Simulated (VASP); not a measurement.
# Zr2Ti (I4/mcm) in VASP: single point with LDA

Aim: the single point of Zr2Ti with LDA.

Everything below comes from runs of VASP 6.6.1. Logs are shortened: lines on timing, memory, paths and dates and some standing lists are left out, and cuts for length are marked.

### 1 The cell of the first run

Symmetry: I4/mcm, No. 140, tetragonal system. The conventional cell has a = 6.452 Å, b = 6.452 Å, c = 5.655 Å, α = 90.00°, β = 90.00°, γ = 90.00°. Within 3.7 Å of Ti (site symmetry 422) lie 8 Zr at 2.77 Å and 2 Ti at 2.83 Å. Within 3.7 Å of Zr (site symmetry m2m) lie 4 Ti at 2.77 Å and 11 Zr at 3.15 to 3.60 Å.

### 2 Single point, LDA

File INCAR:

```
SYSTEM = Zr2Ti
PREC = Accurate
ENCUT = 520
EDIFF = 1E-6
ISMEAR = 1
SIGMA = 0.0978
LREAL = .False.
LASPH = .True.
NELM = 60
ALGO = Normal
ISIF = 2
LWAVE = .False.
LCHARG = .False.
GGA = CA
NBANDS = 45
```

File KPOINTS:

```
Automatic mesh
0
Gamma
  8 8 8
  0 0 0
```

File POSCAR:

```
Zr2Ti
1.0
   -3.2259821300      3.2259821300      2.8273444300
    3.2259821300     -3.2259821300      2.8273444300
    3.2259821300      3.2259821300     -2.8273444300
Ti Zr
2 4
Direct
    0.2500000000      0.2500000000      0.0000000000
    0.7500000000      0.7500000000      0.0000000000
    0.6728000000      0.1728000000      0.8456000000
    0.1728000000      0.3272000000      0.5000000000
    0.3272000000      0.8272000000      0.1544000000
    0.8272000000      0.6728000000      0.5000000000
```

Potentials or basis: VASP PAW LDA potentials, release 64 (Ti_sv, Zr_sv).

On the command line:

```bash
$ cat potpaw_LDA.64/Ti_sv/POTCAR potpaw_LDA.64/Zr_sv/POTCAR > POTCAR
$ mpirun -np 1 vasp_std > vasp.out
```

OUTCAR:

```text
SYSTEM = Zr2Ti
   PREC = Accurate
   ENCUT = 520
   EDIFF = 1E-6
   ISMEAR = 1
   LREAL = .False.
   LASPH = .True.
   NELM = 60
   ISIF = 2
   GGA = CA

 ion  position               nearest neighbor table
   1  0.250  0.250  0.000-   5 2.77   3 2.77   4 2.77   4 2.77   6 2.77   6 2.77   5 2.77   3 2.77
                             2 2.83   2 2.83
   2  0.750  0.750  0.000-   5 2.77   3 2.77   6 2.77   6 2.77   4 2.77   4 2.77   3 2.77   5 2.77
                             1 2.83   1 2.83
   3  0.673  0.173  0.846-   1 2.77   2 2.77   1 2.77   2 2.77   5 3.15   5 3.16   5 3.16   6 3.38
                             4 3.38   4 3.38   6 3.38   6 3.60   4 3.60   4 3.60   6 3.60
   4  0.173  0.327  0.500-   1 2.77   1 2.77   2 2.77   2 2.77   6 3.15   6 3.16   6 3.16   3 3.38
                             5 3.38   5 3.38   3 3.38   3 3.60   5 3.60   3 3.60   5 3.60
   5  0.327  0.827  0.154-   1 2.77   2 2.77   1 2.77   2 2.77   3 3.15   3 3.16   3 3.16   6 3.38
                             4 3.38   6 3.38   4 3.38   4 3.60   6 3.60   6 3.60   4 3.60
   6  0.827  0.673  0.500-   2 2.77   2 2.77   1 2.77   1 2.77   4 3.15   4 3.16   4 3.16   5 3.38
                             3 3.38   3 3.38   5 3.38   5 3.60   3 3.60   3 3.60   5 3.60

  LATTYP: Found a body centered tetragonal cell.
 ALAT       =     6.4519642600
 C/A-ratio  =     0.8764290427

  Lattice vectors:

 A1 = (  -3.2259821300,   3.2259821300,   2.8273444300)
 A2 = (   3.2259821300,  -3.2259821300,   2.8273444300)
 A3 = (   3.2259821300,   3.2259821300,  -2.8273444300)

Analysis of symmetry for initial positions (statically):
=====================================================================
 Subroutine PRICEL returns:
 Original cell was already a primitive cell.

 Routine SETGRP: Setting up the symmetry group for a
 body centered tetragonal supercell.

 Subroutine GETGRP returns: Found 16 space group operations
 (whereof  8 operations were pure point group operations)
 out of a pool of 16 trial point group operations.

The static configuration has the point symmetry C_4h.
 The point group associated with its full space group is D_4h.

Analysis of symmetry for dynamics (positions and initial velocities):
=====================================================================
 Subroutine PRICEL returns:
 Original cell was already a primitive cell.

 Routine SETGRP: Setting up the symmetry group for a
 body centered tetragonal supercell.

 Subroutine GETGRP returns: Found 16 space group operations
 (whereof  8 operations were pure point group operations)
 out of a pool of 16 trial point group operations.

The dynamic configuration has the point symmetry C_4h.
 The point group associated with its full space group is D_4h.

 Subroutine INISYM returns: Found 16 space group operations
 (whereof  8 operations are pure point group operations),
 and found     1 'primitive' translations

----------------------------------------------------------------------------------------

                                     Primitive cell

  volume of cell :     117.6962

  direct lattice vectors                    reciprocal lattice vectors
    -3.225982130  3.225982130  2.827344430     0.000000000  0.154991559  0.176844390
     3.225982130 -3.225982130  2.827344430     0.154991559  0.000000000  0.176844390
     3.225982130  3.225982130 -2.827344430     0.154991559  0.154991559  0.000000000

  length of vectors
     5.367289626  5.367289626  5.367289626     0.235151699  0.235151699  0.219191165

  position of ions in fractional coordinates (direct lattice)
     0.250000000  0.250000000  0.000000000
     0.750000000  0.750000000  0.000000000
     0.672800000  0.172800000  0.845600000
     0.172800000  0.327200000  0.500000000
     0.327200000  0.827200000  0.154400000
     0.827200000  0.672800000  0.500000000

  ion indices of the primitive-cell ions
   primitive index   ion index
                 1           1
                 2           2
                 3           3
                 4           4
                 5           5
                 6           6

----------------------------------------------------------------------------------------

 KPOINTS: Automatic mesh

Automatic generation of k-mesh.
 Grid dimensions read from file:
 generate k-points for:    8    8    8

 Generating k-lattice:

  Cartesian coordinates                     Fractional coordinates (reciprocal lattice)
     0.000000000  0.019373945  0.022105549     0.125000000  0.000000000  0.000000000
     0.019373945  0.000000000  0.022105549     0.000000000  0.125000000  0.000000000
     0.019373945  0.019373945  0.000000000     0.000000000  0.000000000  0.125000000

  Length of vectors
     0.029393962  0.029393962  0.027398896

  Shift w.r.t. Gamma in fractional coordinates (k-lattice)
     0.000000000  0.000000000  0.000000000

 Subroutine IBZKPT returns following result:
 ===========================================

 Found     59 irreducible k-points:

 Following reciprocal coordinates:
            Coordinates               Weight
  0.000000  0.000000  0.000000      1.000000
  0.125000  0.000000 -0.000000      8.000000
  0.250000  0.000000 -0.000000      8.000000
  0.375000  0.000000 -0.000000      8.000000
  0.500000  0.000000 -0.000000      4.000000
  0.125000  0.125000 -0.000000      8.000000
[... 16 lines left out ...]
  0.250000  0.125000  0.125000     16.000000
  0.375000  0.125000  0.125000      8.000000
 [... further k-points ...]
   k-points           NKPTS =     59   k-points in BZ     NKDIM =     59   number of bands    NBANDS=     45
   number of dos      NEDOS =    301   number of ions     NIONS =      6
   total plane-waves  NPLWV =  64000
   dimension x,y,z NGX =    40 NGY =   40 NGZ =   40
   dimension x,y,z NGXF=    80 NGYF=   80 NGZF=   80
   ions per type =               2   4
   NGX,Y,Z   is equivalent  to a cutoff of  12.39, 12.39, 12.39 a.u.
   NGXF,Y,Z  is equivalent  to a cutoff of  24.78, 24.78, 24.78 a.u.
 SYSTEM =  Zr2Ti
   PREC   = accura    normal or accurate (medium, high low for compatibility)
   ISTART =      0    job   : 0-new  1-cont  2-samecut
   ICHARG =      2    charge: 1-file 2-atom 10-const
   ISPIN  =      1    spin polarized calculation?
   LNONCOLLINEAR =      F non collinear calculations
   LSORBIT =      F    spin-orbit coupling
   LASPH  =      T    aspherical Exc in radial PAW
   ENCUT  =  520.0 eV  38.22 Ry    6.18 a.u.   9.98  9.98  9.98*2*pi/ulx,y,z
   NELM   =     60;   NELMIN=  2; NELMDL= -5     # of ELM steps
   EDIFF  = 0.1E-05   stopping-criterion for ELM
   LREAL  =      F    real-space projection
   EDIFFG = 0.1E-04   stopping-criterion for IOM
   NSW    =      0    number of steps for IOM
   IBRION =     -1    ionic relax: 0-MD 1-quasi-New 2-CG
   NFREE  =      0    steps in history (QN), initial steepest desc. (CG)
   ISIF   =      2    stress and relaxation
   ISYM   =      2    0-nonsym 1-usesym 2-fastsym
   POTIM  = 0.5000    time-step for ionic-motion
   TEBEG  =    0.0;   TEEND  =   0.0 temperature during run
   PSTRESS=    0.0 pullay stress
   NELECT =      72.0000    total number of electrons
   NUPDOWN=      -1.0000    fix difference up-down
   EMIN   =  10.00;   EMAX   =-10.00  energy-range for DOS
   EFERMI =   0.00;   METHOD = LEGACY
   ISMEAR =     1;   SIGMA  =   0.10  broadening in eV -4-tet -1-fermi 0-gaus
   EFERMI_NEDOS =   21; number of points for ismear=-14 and -15
   IALGO  =     38    algorithm
   IMIX   =      4    mixing-type and parameters
     AMIX     =   0.40;   BMIX     =  1.00
     AMIX_MAG =   1.60;   BMIX_MAG =  1.00
  volume/ion in A,a.u.               =      19.62       132.38
  Fermi-wavevector in a.u.,A,eV,Ry     =   1.389733  2.626215 26.277729  1.931359
  Thomas-Fermi vector in A             =   2.513736
   LORBIT       =      0    0 simple, 1 ext, 2 COOP (PROOUT), +10 PAW based schemes
   GGA     = CA    functional components
   LHFCALC =     F    Hartree Fock is set to
   AEXX    =    0.0000 exact exchange contribution
   IVDW    =     0    specifies the selected vdW correction
   LEPSILON=     F    determine dielectric tensor
   LRPA    =     F    only Hartree local field effects (RPA)
 non-spin polarized calculation
 Methfessel and Paxton  Order N= 1 SIGMA  =   0.10
  energy-cutoff  :      520.00
  volume of cell :      117.70
 maximum number of plane-waves:      3198
   NGX = 19   NGY = 19   NGZ = 19

 number of electron      72.0000003 magnetization

 Free energy of the ion-electron system (eV)
  ---------------------------------------------------
  ext. energy  EPLUGINS =         0.00000000
  ---------------------------------------------------
  free energy    TOTEN  =       -53.06196185 eV

  energy without entropy =      -53.06011131  energy(sigma->0) =      -53.06134500

 E-fermi :   9.2266     XC(G=0): -11.7645

 val. band max:        9.2201829560   @ k =   0.2500   0.0000  -0.0000
 cond. band min:       9.2270915334   @ k =   0.5000   0.5000   0.1250
 fundamental gap:      0.0069085774
 Fermi energy:         9.2265617028

 k-point     1 :       0.0000    0.0000    0.0000
  band No.  band energies     occupation
      1     -46.1368      2.00000
      2     -46.0703      2.00000
      3     -38.7736      2.00000
      4     -38.7040      2.00000
      5     -38.6545      2.00000
      6     -38.6545      2.00000
[... 37 lines left out ...]
     44      11.0662     -0.00000
     45      11.4908      0.00000

 k-point     2 :       0.1250    0.0000   -0.0000
  band No.  band energies     occupation
      1     -46.1342      2.00000
      2     -46.0728      2.00000
      3     -38.7691      2.00000
      4     -38.7033      2.00000
      5     -38.6583      2.00000
      6     -38.6568      2.00000
[... 37 lines left out ...]
     44      11.1429     -0.00000
     45      11.5726      0.00000

 k-point     3 :       0.2500    0.0000   -0.0000
  band No.  band energies     occupation
      1     -46.1269      2.00000
      2     -46.0799      2.00000
      3     -38.7566      2.00000
      4     -38.7016      2.00000
      5     -38.6688      2.00000
      6     -38.6630      2.00000
[... 997 lines left out ...]
     44      11.4468      0.00000
     45      11.8034      0.00000

 k-point    24 :       0.3750    0.1250    0.1250
  band No.  band energies     occupation
      1     -46.1032      2.00000
      2     -46.1032      2.00000
      3     -38.7161      2.00000
      4     -38.7161      2.00000
      5     -38.6808      2.00000
      6     -38.6808      2.00000
[... 37 lines left out ...]
     44      11.2510      0.00000
     45      12.1669      0.00000

 [... further k-points ...]
[... 5 lines left out ...]
  --------------------------------------------------------------------------------------
  -------------------------------------------------------------------------------------
  Total        2.6824023      2.6824023      1.6988705      0.0000000     -0.0000000      0.0000000
  in kB       36.5150474     36.5150474     23.1264111      0.0000000     -0.0000000      0.0000000
  external PRESSURE =      32.0521687 kB  Pullay stress =       0.0000000 kB

 VOLUME and BASIS-vectors are now :
 -----------------------------------------------------------------------------
  energy-cutoff  :      520.00
  volume of cell :      117.70
      direct lattice vectors                 reciprocal lattice vectors
    -3.225982130  3.225982130  2.827344430     0.000000000  0.154991559  0.176844390
     3.225982130 -3.225982130  2.827344430     0.154991559  0.000000000  0.176844390
     3.225982130  3.225982130 -2.827344430     0.154991559  0.154991559  0.000000000

 POSITION                                       TOTAL-FORCE (eV/Angst)
 -----------------------------------------------------------------------------------
      0.00000      0.00000      1.41367         0.000000      0.000000     -0.000000
      0.00000      0.00000      4.24102         0.000000      0.000000     -0.000000
      1.11490      4.34088      0.00000        -0.404847     -0.404847     -0.000000
      2.11108      1.11490      0.00000         0.404847     -0.404847     -0.000000
      2.11108     -1.11490      2.82734         0.404847      0.404847      0.000000
      1.11490      2.11108      2.82734        -0.404847      0.404847      0.000000
 -----------------------------------------------------------------------------------
    total drift:                               -0.000000     -0.000000      0.000000

  FREE ENERGIE OF THE ION-ELECTRON SYSTEM (eV)
  ---------------------------------------------------
  free  energy   TOTEN  =       -53.0619618481 eV

  energy  without entropy=      -53.0601113084  energy(sigma->0) =      -53.06134500
```

It took 4.3 min on 1 thread of AMD EPYC 7R13 (Zen 3), shared host; peak memory 0.34 GiB.

Results:

- Free energy: -53.0620 eV
- Pressure: 3.2 GPa
- Largest force: 0.573 eV/Å
- Band gap on the k mesh: zero (bands 36 and 37 overlap by 0.61 eV)

Forces on the atoms (eV/Å):
```
Ti   0.000  0.000  0.000
Ti   0.000  0.000  0.000
Zr  -0.405 -0.405  0.000
Zr   0.405 -0.405  0.000
Zr   0.405  0.405  0.000
Zr  -0.405  0.405  0.000
```

Stress tensor (GPa, compression positive):
```
3.65 0.00 0.00
0.00 3.65 0.00
0.00 0.00 2.31
```

Levels at points of the mesh, in eV from the Fermi level:
| k point | band 33 | band 34 | band 35 | band 36 | band 37 | band 38 | band 39 | band 40 |
| --- | --- | --- | --- | --- | --- | --- | --- | --- |
| (0.00, 0.00, 0.00) | -0.26 | -0.13 | -0.09 | -0.09 | 0.22 | 0.22 | 1.41 | 1.67 |
| (0.50, 0.00, 0.00) | -1.05 | -1.05 | 0.02 | 0.02 | 0.13 | 0.13 | 0.37 | 0.37 |
| (0.50, 0.50, 0.00) | -0.49 | -0.35 | -0.31 | -0.06 | -0.04 | 0.07 | 0.73 | 0.87 |
| (0.50, 0.50, 0.50) | -0.76 | -0.60 | -0.60 | -0.47 | -0.35 | 0.18 | 0.19 | 0.33 |

Caveat: the cell stands under pressure.
